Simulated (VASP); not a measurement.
Runs of VASP 6.6.1 on BaTiO3. The structure is that of space group Pm-3m (No. 221), or close to it. The cells are those of the table. 

| cell | gap on the mesh (eV) | pressure (GPa) |
| --- | --- | --- |
| a = 3.896 Å, 5 atoms | 1.83 | 13.7 |
| a = 3.970 Å, 5 atoms | 1.73 | 1.9 |
| a = 4.041 Å, 5 atoms | 1.63 | -7.0 |
| a = 3.933 Å, 5 atoms | (c) | 7.4 |
| a = 4.110 Å, 5 atoms | (b) | (a) |

Alike in all rows: task single point; level PBEsol; potentials or basis VASP PAW PBE potentials, release 64 (Ba_sv, Ti_sv, O); no spin polarisation; k mesh 4 × 4 × 4; cutoff (eV) 600; smearing gaussian 0.01 eV.

Task: Fill in the values left out.

Result: (a) -13.6; (b) 1.53; (c) 1.78.

Caveats: the PAW data sets were made with another functional, which shifts forces and pressure a little; spin-orbit coupling is left out, which moves the levels of the heavy elements.

A k mesh can miss the band edges, and the runs leave out spin-orbit coupling on Ba.
